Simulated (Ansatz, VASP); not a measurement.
## Rh in VASP and in Ansatz

The input INCAR:

```
PREC = Accurate
ENCUT = 520
EDIFF = 1E-7
ISMEAR = -1
SIGMA = 0.03
LREAL = False
LASPH = True
NELM = 80
ALGO = Normal
ISIF = 2
LWAVE = False
LCHARG = False
NBANDS = 14
```

Contents of KPOINTS:

```
Automatic mesh
0
Gamma
  16 16 16
```

POSCAR

```
Rh
1.0
    0.0000000000      1.9015500000      1.8635190000
    1.9015500000      0.0000000000      1.8635190000
    1.9015500000      1.9015500000      0.0000000000
Rh
1
Direct
    0.0000000000      0.0000000000      0.0000000000
```

Input for Ansatz:

```yaml
crystal:
  lattice:
    - [0.0, 1.90155, 1.863519]
    - [1.90155, 0.0, 1.863519]
    - [1.90155, 1.90155, 0.0]
  atoms:
    - { symbol: Rh, position: [0.0, 0.0, 0.0] }
kpoints:
  mp_grid: { grid: [16, 16, 16] }
  band_path:
    path:
      - [0.0, 0.0, 0.0]
      - [0.0, 0.5, 0.5]
      - [0.25, 0.75, 0.5]
      - [0.0, 0.5, 0.0]
      - [0.0, 0.0, 0.0]
      - [0.5, 0.5, 0.0]
      - [0.3801541025, 0.6198458975, 0.0]
      - [-0.3801541025, 0.3801541025, 0.0]
      - [0.0, 0.0, 0.0]
    npoints: 5
scf:
  occupations: { method: fermi_dirac, width: 0.03 }
hamiltonian:
  xc: lda
  pseudopotentials: { kind: all_electron, lapw: { basis_error: 0.00025 } }
output:
  forces: true
  stress: true
  eigenvalues: true
```

Change from the starting cell: zz strain of -2 %.

Alike in both runs: task single point; functional LDA; k mesh 16 × 16 × 16; occupations fermi-dirac, width 0.03 eV; no spin polarisation.

|  | VASP | Ansatz |
| --- | --- | --- |
| version | VASP 6.6.1 | Ansatz 0.2.0 |
| potentials or method | VASP PAW LDA potentials, release 64 (Rh_pv), cutoff 520 eV | all-electron LAPW, scalar-relativistic |

|  | VASP | Ansatz | Ansatz less VASP |
| --- | --- | --- | --- |
| pressure (GPa) | -4.8 | -5.6 | -0.84 |
| traceless stress, the component that is largest in VASP (GPa) | 3.38 | 3.39 | +0.012 |

LDA's correlation is that of Perdew and Zunger in VASP and of Perdew and Wang (1992) in Ansatz. Ansatz ran all-electron here, and VASP with PAW potentials.
